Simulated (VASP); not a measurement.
Crystal: LiI3F2.

```
Li I F
1.0
     6.36124    0.00000    0.00000
    -3.18062    5.50899    0.00000
     0.00000    0.00000    4.94764
Li I F
1 3 2
Direct
  0.00000 0.00000 0.00000
  0.50000 0.00000 0.50000
  0.50000 0.50000 0.50000
  0.00000 0.50000 0.50000
  0.33333 0.66667 0.00000
  0.66667 0.33333 0.00000
```

```yaml
Program: VASP 6.6.1
Task: relaxation of cell and atoms
Functional: PBE
Potentials_or_basis: VASP PAW PBE potentials, release 64 (Li_sv, I, F)
Cutoff: 600 eV
k_mesh: 6 × 6 × 8
Occupations: gaussian, width 0.1 eV
Spin: no spin polarisation
```

At the start: pressure -0.9 GPa; volume 28.90 Å³/atom.

Where does the relaxation end?

Over 5 steps the energy falls by 7.3 meV/atom and the volume is 28.27 Å³/atom (-2.2 %); space group P6/mmm (No. 191, to 0.05 Å).

The path:
| step | energy change (eV) | largest force (eV/Å) | pressure (GPa) | volume (Å³) |
| --- | --- | --- | --- | --- |
| 1 | 0.0000 | 0.0000 | -0.94 | 173.39 |
| 2 | -0.0323 | 0.0000 | -0.22 | 169.16 |
| 3 | -0.0372 | 0.0000 | 0.24 | 166.94 |
| 4 | -0.0404 | 0.0000 | 0.18 | 167.74 |
| 5 | -0.0436 | 0.0000 | 0.04 | 169.59 |

Final structure:
```xyz
6
Lattice="6.2177 0.0000 0.0000 -3.1089 5.3847 0.0000 0.0000 0.0000 5.0654" Properties=species:S:1:pos:R:3 pbc="T T T"
Li   -3.1089    5.3847    0.0000
I     3.1089    0.0000    2.5327
I     1.5544    2.6924    2.5327
I    -1.5544    2.6924    2.5327
F     0.0000    3.5898    5.0654
F     3.1089    1.7949    0.0000
```

Caveat: the cutoff is under 1.25 times the usual one of these potentials, so pressure, stress and relaxed cells hold a basis-set (Pulay) error.
